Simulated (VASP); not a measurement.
HfCl4F:

```
CELL_PARAMETERS angstrom
0.00000 4.08973 4.08973
4.08973 0.00000 4.08973
4.08973 4.08973 0.00000
ATOMIC_POSITIONS crystal
Hf 0.25000 0.25000 0.25000
Cl 0.87617 0.37148 0.87617
Cl 0.87617 0.87617 0.37148
Cl 0.87617 0.87617 0.87617
Cl 0.37148 0.87617 0.87617
F 0.50000 0.50000 0.50000
```

```yaml
Program: VASP 6.6.1
Task: relaxation of cell and atoms
Functional: PBE
Potentials_or_basis: VASP PAW PBE potentials, release 64 (Hf_pv, Cl, F)
Cutoff: 600 eV
k_mesh: 4 × 4 × 4
Occupations: gaussian, width 0.1 eV
Spin: no spin polarisation
```

At the start: pressure -6.9 GPa; volume 22.80 Å³/atom.

**Question.** Where does the relaxation end?

**Answer.** Over 5 steps the energy falls by 97.7 meV/atom and the volume is 19.03 Å³/atom (-16.5 %); space group F-43m (No. 216, to 0.05 Å).

The path:
```csv
step,energy change (eV),largest force (eV/Å),pressure (GPa),volume (Å³)
1,0.0000,0.2116,-6.93,136.81
2,-0.5624,0.1590,-1.77,118.18
3,-0.5851,0.1298,-0.08,114.57
4,-0.5852,0.1258,0.14,114.16
5,-0.5864,0.0336,0.10,114.20
```

Final structure:
```cif
data_structure
_symmetry_space_group_name_H-M 'P 1'
_symmetry_Int_Tables_number 1
_cell_length_a 5.4457
_cell_length_b 5.4457
_cell_length_c 5.4457
_cell_angle_alpha 60.000
_cell_angle_beta 60.000
_cell_angle_gamma 60.000
_cell_volume 114.20
loop_
_atom_site_label
_atom_site_type_symbol
_atom_site_fract_x
_atom_site_fract_y
_atom_site_fract_z
_atom_site_occupancy
Hf1 Hf 0.25000 0.25000 0.25000 1
Cl1 Cl 0.87479 0.37563 0.87479 1
Cl2 Cl 0.87479 0.87479 0.37563 1
Cl3 Cl 0.87479 0.87479 0.87479 1
Cl4 Cl 0.37563 0.87479 0.87479 1
F1 F 0.50000 0.50000 0.50000 1
```

Caveat: the volume moved by over 15 % at a fixed basis, so the end points are rough; an odd number of electrons without spin polarisation forces a metal; a magnetic or distorted state may lie lower.
